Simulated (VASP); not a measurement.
A run of VASP 6.6.1:

Contents of INCAR:

```
SYSTEM = Ta3H
PREC     = Accurate       ! precision mode
ENCUT    = 520            ! plane-wave cutoff, eV
EDIFF    = 1E-6           ! SCF threshold, eV
ISMEAR   = 0              ! smearing method
SIGMA    = 0.1            ! smearing width, eV
LREAL    = .False.        ! projectors in reciprocal space
LASPH    = .True.         ! aspherical terms in the spheres
NELM     = 150            ! most SCF steps
ALGO     = Normal         ! electronic algorithm
ISIF     = 2              ! what is computed and relaxed
LWAVE    = .False.        ! write WAVECAR
LCHARG   = .True.         ! write CHGCAR
ISPIN    = 2              ! spin polarisation
MAGMOM   = 0 0 0 1        ! initial moments
LORBIT   = 11             ! projections on sites
LMAXMIX  = 4              ! l up to which the mixer works
LDIPOL   = .True.       
IDIPOL   = 3            
DIPOL    = 0.5 0.5 0.334
GGA      = PE             ! functional
LELF     = .True.         ! ELF
LVHAR    = .True.       
LVACPOTAV= .True.       
NBANDS   = 29             ! bands
```

KPOINTS

```
Automatic mesh
0
Gamma
  10 10 1
  0 0 0
```

POSCAR

```
Ta3H
1.0
    2.8743098520      0.0000000000      0.0000000000
   -0.9581032840      2.7099253168      0.0000000000
    0.0000000000      0.0000000000     21.5266897253
Ta H
3 1
Direct
    0.5000000000      0.5000000000      0.1858158431
    0.0000000000      0.0000000000      0.2909732295
    0.5000000000      0.5000000000      0.3960985100
    0.6666666667      0.6666666667      0.4625276739
```

Potentials or basis: VASP PAW PBE potentials, release 64 (Ta_pv, H).

Run with:

```console
$ cat potpaw_PBE.64/Ta_pv/POTCAR potpaw_PBE.64/H/POTCAR > POTCAR
$ mpirun -np 1 vasp_std > vasp.out
```

Hardware: 1 thread of Intel(R) Xeon(R) Platinum 8488C (Sapphire Rapids), with other jobs on the host.

**Question.** Estimate the wall time of this run.

**Answer.** It took 7.5 min on 1 thread of Intel(R) Xeon(R) Platinum 8488C (Sapphire Rapids), on a shared host, peak memory 0.48 GiB. Counts: scf iterations 36, k points 31.
